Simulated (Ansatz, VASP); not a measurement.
HfC: VASP beside Ansatz

```xyz
2
Lattice="0.0000 2.3016 2.3016 2.3016 0.0000 2.3016 2.3016 2.3016 0.0000" Properties=species:S:1:pos:R:3 pbc="T T T"
Hf    0.0000    0.0000    0.0000
C     2.3016    2.3016    2.3016
```

Change from the starting cell: volume scaled by 0.98, PAW files.

Alike in both runs: task electric field gradients; functional LDA; k mesh 14 × 14 × 14; occupations fermi-dirac, width 0.05 eV; no spin polarisation.

```csv
,VASP,Ansatz
version,VASP 6.6.1,Ansatz 0.2.0
potentials or method,"VASP PAW LDA potentials, release 64 (Hf_pv, C)","PAW with Ansatz's default frozen-core files, scalar-relativistic"
plane-wave cutoff (eV),520,420
valence electrons in the cell,14,30
```

VASP gave:

* pressure (GPa): -4.5

Problem. What did Ansatz give for the same quantities?

Solution. Pressure (GPa): -5.0.

LDA's correlation is that of Perdew and Zunger in VASP and of Perdew and Wang (1992) in Ansatz. VASP's potentials hold 14 valence electrons a cell and Ansatz's 30, so a difference there can come from the potentials and not from the codes.

Neither program's run includes spin-orbit coupling.
